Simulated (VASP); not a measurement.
Runs of VASP 6.6.1 on SiO2. The structure is that of space group P4_2/mnm (No. 136), or close to it. The cells are those of the table. 

```tsv
task	level	potentials or basis	cell	cutoff (eV)	smearing	gap on the mesh (eV)	pressure (GPa)	relaxed volume (Å³/atom)	largest force (eV/Å)
single point	PBEsol	VASP PAW PBE potentials, release 64 (Si, O)	a = 4.195, b = 4.195, c = 2.678 Å, 6 atoms	520	fermi-dirac 0.02 eV	5.36	(b)	-	0.04
dielectric tensor	PBE	VASP PAW PBE potentials, release 64 (Si, O)	a = 4.185, b = 4.185, c = 2.669 Å, 6 atoms	520	gaussian 0.01 eV	5.54	-	-	-
single point	LDA	VASP PAW LDA potentials, release 64 (Si, O)	a = 4.155, b = 4.155, c = 2.661 Å, 6 atoms	520	fermi-dirac 0.02 eV	5.82	1.1	-	0.04
relaxation of cell and atoms	LDA	VASP PAW LDA potentials, release 64 (Si, O)	relaxed from a = 4.236, b = 4.236, c = 2.691 Å, 6 atoms	600	fermi-dirac 0.02 eV	5.78	0.0	7.67	-
relaxation of cell and atoms	PBE	VASP PAW PBE potentials, release 64 (Si, O)	relaxed from a = 4.067, b = 4.067, c = 2.684 Å, 6 atoms	600	fermi-dirac 0.02 eV	5.03	0.0	(a)	-
```

Alike in all rows: no spin polarisation; k mesh 6 × 6 × 8.

Problem. Fill in the values left out.

Solution. (a) 8.04; (b) 0.7.

Caveats: the PAW data sets were made with another functional, which shifts forces and pressure a little (some runs).

A k mesh can miss the band edges.
